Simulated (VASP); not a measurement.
**SiNi3: single point with PBEsol**

Crystal: SiNi3.

```
Si Ni
1.0
     3.46125    0.00000    0.00000
     0.00000    3.72084    0.00000
     0.00000    0.00000    3.46125
Si Ni
1 3
Direct
  0.00000 0.00000 0.00000
  0.00000 0.50000 0.50000
  0.50000 0.00000 0.50000
  0.50000 0.50000 0.00000
```

This cell differs from its parent crystal: strain +0.0750 x Voigt [0, 1, 0, 0, 0, 0].

| Quantity | Value |
| --- | --- |
| Program | VASP 6.6.1 |
| Task | single point |
| Functional | PBEsol |
| Potentials or basis | VASP PAW PBE potentials, release 64 (Si, Ni) |
| Cutoff | 520 eV |
| k mesh | 14 × 14 × 14 |
| Occupations | gaussian, width 0.15 eV |
| Spin | no spin polarisation |
| Dipole correction | no |
| Further INCAR settings | ALGO = Fast; EDIFF = 1e-06; NBANDS = 25 |

```yaml
Pressure: -14.1 GPa
Band_gap_on_the_k_mesh: zero (bands 17 and 18 overlap by 0.42 eV)
```

Stress tensor (GPa, compression positive):
```
-10.16   0.00   0.00
  0.00 -21.99   0.00
  0.00   0.00 -10.16
```

Levels at points of the mesh, in eV from the Fermi level:
```tsv
k point	band 14	band 15	band 16	band 17	band 18	band 19	band 20	band 21
(0.00, 0.00, 0.00)	-0.42	-0.42	-0.30	-0.11	-0.11	0.21	4.22	6.00
(0.50, 0.00, 0.00)	-1.13	-1.10	-0.66	-0.11	3.17	4.01	4.39	4.44
(0.00, 0.50, 0.00)	-1.11	-1.11	-0.36	0.21	3.28	3.28	5.30	5.45
(0.50, 0.50, 0.00)	-1.25	-1.16	-1.01	-1.00	0.51	0.52	5.58	6.43
(0.50, 0.00, 0.50)	-1.25	-1.00	-0.93	-0.80	0.73	0.73	5.07	5.61
(0.50, 0.50, 0.50)	-1.29	-1.00	-0.38	-0.31	-0.19	-0.19	1.07	3.56
```

Run time: 7 min on 1 thread of Intel Xeon 8259CL, with other jobs on the host, peak memory 0.37 GiB.

Caveat: the cell differs from its parent crystal (strain +0.0750 x Voigt [0, 1, 0, 0, 0, 0]); the cell stands under tension; the PAW data sets were made with another functional, which shifts forces and pressure a little. Spin polarisation is off, so any magnetic state and its effect on volume and gap are missing.
